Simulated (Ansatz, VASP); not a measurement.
FeSi in VASP and in Ansatz

```
Fe Si
1.0
     4.55070    0.00000    0.00000
     0.00000    4.55070    0.00000
     0.00000    0.00000    4.55070
Fe Si
4 4
Direct
  0.13652 0.13652 0.13652
  0.36348 0.86348 0.63652
  0.63652 0.36348 0.86348
  0.86348 0.63652 0.36348
  0.84240 0.84240 0.84240
  0.65760 0.15760 0.34240
  0.34240 0.65760 0.15760
  0.15760 0.34240 0.65760
```

Alike in both runs: task relaxation of cell and atoms; functional PBEsol; k mesh 8 × 8 × 8; no spin polarisation.

```csv
,VASP,Ansatz
version,VASP 6.6.1,Ansatz 0.2.0
potentials or method,"VASP PAW PBE potentials, release 64 (Fe, Si)","scalar-relativistic, plane waves, PAW"
plane-wave cutoff (eV),600,420
occupations,"gaussian, width 0.01 eV",fixed
valence electrons in the cell,48,80
```

Ansatz gave:

| Property | Result |
| --- | --- |
| relaxed volume (Å³/atom) | 10.67 |
| relaxed cell length with the largest relative difference (Å) | 4.403 |

**Question.** What did VASP give for the same quantities?

**Answer.** Relaxed volume (Å³/atom): 10.69; relaxed cell length with the largest relative difference (Å): 4.406.

VASP's potentials were made for PBE, not for PBEsol. VASP's potentials hold 48 valence electrons a cell and Ansatz's 80, so a difference there can come from the potentials and not from the codes.
